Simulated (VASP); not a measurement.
# Au (Fm-3m) in VASP: single point with PBEsol

Aim: the single point of Au with PBEsol.

Program: VASP 6.6.1. These are calculated values, not measurements. Logs are shortened: lines on timing, memory, paths and dates and some standing lists are left out, and cuts for length are marked.

### Step 1. The cell of the first run

Symmetry: Fm-3m, No. 225, cubic system. Conventional cell: a = 4.118 Å, b = 4.118 Å, c = 4.118 Å, α = 90.00°, β = 90.00°, γ = 90.00°. Au (site symmetry m-3m) has 12 Au at 2.91 Å within 3.8 Å.

### Step 2. Single point, PBEsol (volume scaled by 1.03)

INCAR reads:

```
SYSTEM = Au
  ALGO = Normal
  EDIFF = 1E-7
  ENCUT = 520
  GGA = PS
  ISIF = 2
  ISMEAR = 0
  LASPH = .TRUE.
  LCHARG = .FALSE.
  LREAL = .FALSE.
  LWAVE = .FALSE.
  NBANDS = 12
  NELM = 100
  PREC = Accurate
  SIGMA = 0.05
```

KPOINTS reads:

```
k-points
0
G
  22 22 22
  0 0 0
```

POSCAR reads:

```
Au
1.0
    0.0000000000      2.0591894318      2.0591894318
    2.0591894318      0.0000000000      2.0591894318
    2.0591894318      2.0591894318      0.0000000000
Au
1
Direct
    0.0000000000      0.0000000000      0.0000000000
```

Potentials or basis: VASP PAW PBE potentials, release 64 (Au).

The run is started by

```bash
$ cat potpaw_PBE.64/Au/POTCAR > POTCAR
$ mpirun -np 1 vasp_std > vasp.out
```

OUTCAR:

```text
SYSTEM = Au
   EDIFF = 1E-7
   ENCUT = 520
   GGA = PS
   ISIF = 2
   ISMEAR = 0
   LASPH = .TRUE.
   LREAL = .FALSE.
   NELM = 100
   PREC = Accurate

 ion  position               nearest neighbor table
   1  0.000  0.000  0.000-

  LATTYP: Found a face centered cubic cell.
 ALAT       =     4.1183788636

  Lattice vectors:

 A1 = (   0.0000000000,   2.0591894318,   2.0591894318)
 A2 = (   2.0591894318,   0.0000000000,   2.0591894318)
 A3 = (   2.0591894318,   2.0591894318,   0.0000000000)

Analysis of symmetry for initial positions (statically):
=====================================================================
 Subroutine PRICEL returns:
 Original cell was already a primitive cell.

 Routine SETGRP: Setting up the symmetry group for a
 face centered cubic supercell.

 Subroutine GETGRP returns: Found 48 space group operations
 (whereof 48 operations were pure point group operations)
 out of a pool of 48 trial point group operations.

The static configuration has the point symmetry O_h .

Analysis of symmetry for dynamics (positions and initial velocities):
=====================================================================
 Subroutine PRICEL returns:
 Original cell was already a primitive cell.

 Routine SETGRP: Setting up the symmetry group for a
 face centered cubic supercell.

 Subroutine GETGRP returns: Found 48 space group operations
 (whereof 48 operations were pure point group operations)
 out of a pool of 48 trial point group operations.

The dynamic configuration has the point symmetry O_h .

 Subroutine INISYM returns: Found 48 space group operations
 (whereof 48 operations are pure point group operations),
 and found     1 'primitive' translations

----------------------------------------------------------------------------------------

                                     Primitive cell

  volume of cell :      17.4630

  direct lattice vectors                    reciprocal lattice vectors
     0.000000000  2.059189432  2.059189432    -0.242813989  0.242813989  0.242813989
     2.059189432  0.000000000  2.059189432     0.242813989 -0.242813989  0.242813989
     2.059189432  2.059189432  0.000000000     0.242813989  0.242813989 -0.242813989

  length of vectors
     2.912133622  2.912133622  2.912133622     0.420566166  0.420566166  0.420566166

  position of ions in fractional coordinates (direct lattice)
     0.000000000  0.000000000  0.000000000

  ion indices of the primitive-cell ions
   primitive index   ion index
                 1           1

----------------------------------------------------------------------------------------

 KPOINTS: k-points

Automatic generation of k-mesh.
 Grid dimensions read from file:
 generate k-points for:   22   22   22

 Generating k-lattice:

  Cartesian coordinates                     Fractional coordinates (reciprocal lattice)
    -0.011036999  0.011036999  0.011036999     0.045454545  0.000000000  0.000000000
     0.011036999 -0.011036999  0.011036999     0.000000000  0.045454545  0.000000000
     0.011036999  0.011036999 -0.011036999     0.000000000  0.000000000  0.045454545

  Length of vectors
     0.019116644  0.019116644  0.019116644

  Shift w.r.t. Gamma in fractional coordinates (k-lattice)
     0.000000000  0.000000000  0.000000000

 Subroutine IBZKPT returns following result:
 ===========================================

 Found    328 irreducible k-points:

 Following reciprocal coordinates:
            Coordinates               Weight
  0.000000  0.000000  0.000000      1.000000
  0.045455  0.000000  0.000000      8.000000
  0.090909  0.000000  0.000000      8.000000
  0.136364  0.000000  0.000000      8.000000
  0.181818  0.000000  0.000000      8.000000
  0.227273  0.000000  0.000000      8.000000
[... 16 lines left out ...]
  0.500000  0.045455  0.000000     24.000000
 -0.454545  0.045455  0.000000     24.000000
 [... further k-points ...]
   k-points           NKPTS =    328   k-points in BZ     NKDIM =    328   number of bands    NBANDS=     12
   number of dos      NEDOS =    301   number of ions     NIONS =      1
   total plane-waves  NPLWV =  13824
   dimension x,y,z NGX =    24 NGY =   24 NGZ =   24
   dimension x,y,z NGXF=    48 NGYF=   48 NGZF=   48
   ions per type =               1
   NGX,Y,Z   is equivalent  to a cutoff of  13.70, 13.70, 13.70 a.u.
   NGXF,Y,Z  is equivalent  to a cutoff of  27.40, 27.40, 27.40 a.u.
 SYSTEM =  Au
   PREC   = accura    normal or accurate (medium, high low for compatibility)
   ISTART =      0    job   : 0-new  1-cont  2-samecut
   ICHARG =      2    charge: 1-file 2-atom 10-const
   ISPIN  =      1    spin polarized calculation?
   LNONCOLLINEAR =      F non collinear calculations
   LSORBIT =      F    spin-orbit coupling
   LASPH  =      T    aspherical Exc in radial PAW
   ENCUT  =  520.0 eV  38.22 Ry    6.18 a.u.   5.41  5.41  5.41*2*pi/ulx,y,z
   NELM   =    100;   NELMIN=  2; NELMDL= -5     # of ELM steps
   EDIFF  = 0.1E-06   stopping-criterion for ELM
   LREAL  =      F    real-space projection
   EDIFFG = 0.1E-05   stopping-criterion for IOM
   NSW    =      0    number of steps for IOM
   IBRION =     -1    ionic relax: 0-MD 1-quasi-New 2-CG
   NFREE  =      0    steps in history (QN), initial steepest desc. (CG)
   ISIF   =      2    stress and relaxation
   ISYM   =      2    0-nonsym 1-usesym 2-fastsym
   POTIM  = 0.5000    time-step for ionic-motion
   TEBEG  =    0.0;   TEEND  =   0.0 temperature during run
   PSTRESS=    0.0 pullay stress
   NELECT =      11.0000    total number of electrons
   NUPDOWN=      -1.0000    fix difference up-down
   EMIN   =  10.00;   EMAX   =-10.00  energy-range for DOS
   EFERMI =   0.00;   METHOD = LEGACY
   ISMEAR =     0;   SIGMA  =   0.05  broadening in eV -4-tet -1-fermi 0-gaus
   EFERMI_NEDOS =   21; number of points for ismear=-14 and -15
   IALGO  =     38    algorithm
   IMIX   =      4    mixing-type and parameters
     AMIX     =   0.40;   BMIX     =  1.00
     AMIX_MAG =   1.60;   BMIX_MAG =  1.00
  volume/ion in A,a.u.               =      17.46       117.85
  Fermi-wavevector in a.u.,A,eV,Ry     =   1.403350  2.651948 26.795206  1.969392
  Thomas-Fermi vector in A             =   2.526021
   LORBIT       =      0    0 simple, 1 ext, 2 COOP (PROOUT), +10 PAW based schemes
   GGA     = PS    functional components
   LHFCALC =     F    Hartree Fock is set to
   AEXX    =    0.0000 exact exchange contribution
   IVDW    =     0    specifies the selected vdW correction
   LEPSILON=     F    determine dielectric tensor
   LRPA    =     F    only Hartree local field effects (RPA)
 non-spin polarized calculation
 Gauss-broadening in eV      SIGMA  =   0.05
  energy-cutoff  :      520.00
  volume of cell :       17.46
 maximum number of plane-waves:       495
 NGX is ok and might be reduce to    24
   NGX = 11   NGY = 11   NGZ = 11

 number of electron      11.0000001 magnetization

 Free energy of the ion-electron system (eV)
  ---------------------------------------------------
  ext. energy  EPLUGINS =         0.00000000
  ---------------------------------------------------
  free energy    TOTEN  =        -3.91805511 eV

  energy without entropy =       -3.91767463  energy(sigma->0) =       -3.91786487

 E-fermi :   8.8315     XC(G=0): -12.7403

 val. band max:        8.8221705380   @ k =   0.5000   0.2273   0.0909
 cond. band min:       8.8387875131   @ k =   0.5000   0.0909   0.0000
 fundamental gap:      0.0166169751
 Fermi energy:         8.8314850807

 k-point     1 :       0.0000    0.0000    0.0000
  band No.  band energies     occupation
      1      -0.7880      2.00000
      2       4.3280      2.00000
      3       4.3280      2.00000
      4       4.3280      2.00000
      5       5.7935      2.00000
      6       5.7935      2.00000
      7      23.4053      0.00000
      8      27.2585      0.00000
      9      27.2585      0.00000
     10      27.2585      0.00000
     11      32.0478      0.00000
     12      36.4470      0.00000

 k-point     2 :       0.0455    0.0000    0.0000
  band No.  band energies     occupation
      1      -0.7172      2.00000
      2       4.3047      2.00000
      3       4.3524      2.00000
      4       4.3524      2.00000
      5       5.7821      2.00000
      6       5.7821      2.00000
      7      23.4878      0.00000
      8      26.7560      0.00000
      9      27.3399      0.00000
     10      27.3399      0.00000
     11      32.4853      0.00000
     12      35.4300      0.00000

 k-point     3 :       0.0909    0.0000    0.0000
  band No.  band energies     occupation
      1      -0.5083      2.00000
      2       4.2419      2.00000
      3       4.4196      2.00000
      4       4.4196      2.00000
      5       5.7553      2.00000
      6       5.7553      2.00000
      7      23.6976      0.00000
      8      25.6277      0.00000
      9      27.5738      0.00000
     10      27.5738      0.00000
     11      32.7372      0.00000
     12      34.8137      0.00000

 k-point     4 :       0.1364    0.0000    0.0000
  band No.  band energies     occupation
      1      -0.1732      2.00000
      2       4.1614      2.00000
      3       4.5095      2.00000
      4       4.5095      2.00000
      5       5.7351      2.00000
      6       5.7351      2.00000
      7      23.6863      0.00000
      8      24.5306      0.00000
      9      27.9253      0.00000
     10      27.9253      0.00000
     11      31.6662      0.00000
     12      33.8862      0.00000

 k-point     5 :       0.1818    0.0000    0.0000
  band No.  band energies     occupation
      1       0.2623      2.00000
      2       4.1011      2.00000
      3       4.5858      2.00000
      4       4.5858      2.00000
      5       5.7595      2.00000
      6       5.7595      2.00000
      7      22.3947      0.00000
      8      24.5079      0.00000
      9      28.3132      0.00000
     10      28.3132      0.00000
     11      30.6929      0.00000
     12      32.7573      0.00000
[... 228 lines left out ...]
      1       1.7911      2.00000
      2       4.3378      2.00000
      3       4.4266      2.00000
      4       5.8045      2.00000
      5       6.7884      2.00000
      6       6.9844      2.00000
      7      14.3208      0.00000
      8      23.2622      0.00000
      9      25.9152      0.00000
     10      26.5637      0.00000
     11      32.8054      0.00000
     12      32.8698      0.00000

 k-point    22 :       0.4545    0.0455    0.0000
  band No.  band energies     occupation
      1       1.8143      2.00000
      2       4.2846      2.00000
      3       4.3695      2.00000
      4       6.3363      2.00000
      5       6.9150      2.00000
      6       7.6688      2.00000
      7      12.8324      0.00000
      8      23.0188      0.00000
      9      25.6497      0.00000
     10      25.9273      0.00000
     11      33.1674      0.00000
     12      33.3664      0.00000

 k-point    23 :       0.5000    0.0455    0.0000
  band No.  band energies     occupation
      1       1.8174      2.00000
      2       4.2622      2.00000
      3       4.3386      2.00000
      4       6.5750      2.00000
      5       6.9495      2.00000
      6       8.3063      2.00000
      7      11.8718      0.00000
      8      22.9040      0.00000
      9      25.5287      0.00000
     10      25.6229      0.00000
     11      33.3942      0.00000
     12      33.4934      0.00000

 k-point    24 :      -0.4545    0.0455    0.0000
  band No.  band energies     occupation
      1       1.8175      2.00000
      2       4.2729      2.00000
      3       4.3384      2.00000
      4       6.5742      2.00000
      5       6.8835      2.00000
      6       8.1582      2.00000
      7      12.0964      0.00000
      8      22.9238      0.00000
      9      25.3902      0.00000
     10      25.8637      0.00000
     11      33.3275      0.00000
     12      33.4238      0.00000

 [... further k-points ...]
[... 5 lines left out ...]
  --------------------------------------------------------------------------------------
  -------------------------------------------------------------------------------------
  Total       -0.4796100     -0.4796100     -0.4796100      0.0000000      0.0000000      0.0000000
  in kB      -44.0027569    -44.0027569    -44.0027569      0.0000000      0.0000000      0.0000000
  external PRESSURE =     -44.0027569 kB  Pullay stress =       0.0000000 kB

 VOLUME and BASIS-vectors are now :
 -----------------------------------------------------------------------------
  energy-cutoff  :      520.00
  volume of cell :       17.46
      direct lattice vectors                 reciprocal lattice vectors
     0.000000000  2.059189432  2.059189432    -0.242813989  0.242813989  0.242813989
     2.059189432  0.000000000  2.059189432     0.242813989 -0.242813989  0.242813989
     2.059189432  2.059189432  0.000000000     0.242813989  0.242813989 -0.242813989

 POSITION                                       TOTAL-FORCE (eV/Angst)
 -----------------------------------------------------------------------------------
      0.00000      0.00000      0.00000        -0.000000      0.000000     -0.000000
 -----------------------------------------------------------------------------------
    total drift:                                0.000000     -0.000000     -0.000000

  FREE ENERGIE OF THE ION-ELECTRON SYSTEM (eV)
  ---------------------------------------------------
  free  energy   TOTEN  =        -3.9180551141 eV

  energy  without entropy=       -3.9176746339  energy(sigma->0) =       -3.91786487
```

Wall time 19 s (1 thread of Intel Xeon 6975P-C (Granite Rapids), shared host); peak memory 0.19 GiB.

Results:

```yaml
Free_energy: -3.9181 eV
Pressure: -4.4 GPa
```

Caveat: the PAW data sets were made with another functional, which shifts forces and pressure a little; spin-orbit coupling is left out, which moves the levels of the heavy elements.
